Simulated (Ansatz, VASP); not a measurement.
## SnTe in VASP and in Ansatz

```
CELL_PARAMETERS angstrom
5.39676 0.00000 0.00000
-2.69838 4.67373 0.00000
0.00000 0.00000 6.48780
ATOMIC_POSITIONS crystal
Sn 0.33333 0.66667 0.95402
Sn 0.66667 0.33333 0.45402
Te 0.33333 0.66667 0.42098
Te 0.66667 0.33333 0.92098
```

Alike in both runs: task single point; functional r2SCAN; k mesh 6 × 6 × 4; no spin polarisation.

|  | VASP | Ansatz |
| --- | --- | --- |
| version | VASP 6.6.1 | Ansatz 0.2.0 |
| potentials or method | VASP PAW PBE potentials, release 64 (Sn_d, Te) | plane waves, PAW |
| plane-wave cutoff (eV) | 550 | 500 |
| occupations | gaussian, width 0.01 eV | fixed |
| valence electrons in the cell | 40 | 60 |

```tsv
	VASP	Ansatz	Ansatz less VASP
gap on the k mesh at the Fermi level (eV)	0.65	0.65	+0.002
pressure (GPa)	0.0	0.0	0.00
rms of the force components (eV/Å)	0.004	0.000	-0.0040
```

VASP's potentials were made for PBE, not for r2SCAN. Atom by atom the forces differ by 0.004 eV/Å (rms over components). VASP's potentials hold 40 valence electrons a cell and Ansatz's 60, so a difference there can come from the potentials and not from the codes.

Spin-orbit coupling is off throughout.
